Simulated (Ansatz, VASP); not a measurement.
## AlN: VASP beside Ansatz

Contents of INCAR:

```
SYSTEM = AlN
  ALGO = Normal
  EDIFF = 1E-6
  ENCUT = 520
  GGA = PE
  ISIF = 2
  ISMEAR = 0
  LASPH = .TRUE.
  LCHARG = .FALSE.
  LREAL = .FALSE.
  LWAVE = .FALSE.
  NBANDS = 16
  NELM = 60
  PREC = Accurate
  SIGMA = 0.05
```

File KPOINTS:

```
k-points
0
G
  9 9 6
  0 0 0
```

Contents of POSCAR:

```
AlN
1.0
    3.3134793407      0.0000000000      0.0000000000
   -1.6567396703      2.8695572839      0.0000000000
    0.0000000000      0.0000000000      4.1875902417
Al N
2 2
Direct
    0.3381093678      0.6762187355      0.7729095315
    0.6714427011      0.3428854022      0.2729095315
    0.3241333079      0.6482666158      0.2058696077
    0.6574666412      0.3149332825      0.7058696077
```

Input for Ansatz:

```yaml
crystal:
  lattice:
    - [3.3134793407, 0.0, 0.0]
    - [-1.6567396703, 2.8695572839, 0.0]
    - [0.0, 0.0, 4.1875902417]
  atoms:
    - { symbol: Al, position: [0.3381093678, 0.6762187355, 0.7729095315] }
    - { symbol: Al, position: [0.6714427011, 0.3428854022, 0.2729095315] }
    - { symbol: "N", position: [0.3241333079, 0.6482666158, 0.2058696077] }
    - { symbol: "N", position: [0.6574666412, 0.3149332825, 0.7058696077] }
basis:
  ecutwfc: 520.0
kpoints:
  mp_grid: { grid: [9, 9, 6] }
hamiltonian:
  xc: pbe
  pseudopotentials: { kind: paw, azcp: { folder: soft_1 } }
scf:
  occupations: { method: gaussian, width: 0.05 }
output:
  forces: true
  stress: true
  eigenvalues: true
  write_density: true
  write_potential: true
  elf: true
  volumetric_format: npy
```

Change from the starting cell: mode 4 frozen in at -0.185 Å and mode 10 at -0.053 Å (largest displacements).

Alike in both runs: task single point; functional PBE; k mesh 9 × 9 × 6; occupations gaussian, width 0.05 eV; no spin polarisation.

```csv
,VASP,Ansatz
version,VASP 6.6.1,Ansatz 0.2.0
potentials or method,"VASP PAW PBE potentials, release 64 (Al, N), cutoff 520 eV","scalar-relativistic, plane waves, PAW"
valence electrons in the cell,16,16
```

|  | VASP | Ansatz | Ansatz less VASP |
| --- | --- | --- | --- |
| gap on the k mesh at the Fermi level (eV) | 3.57 | 3.56 | -0.009 |
| least direct gap on the mesh (eV) | 3.57 | 3.56 | -0.009 |
| pressure (GPa) | 8.1 | 8.3 | +0.16 |
| traceless stress, the component that is largest in VASP (GPa) | 22.73 | 22.53 | -0.195 |
| rms of the force components (eV/Å) | 1.026 | 1.024 | -0.0029 |

Atom by atom the forces differ by 0.003 eV/Å (rms over components). The functional is the same, so the differences come from potentials, cutoffs and numerics.
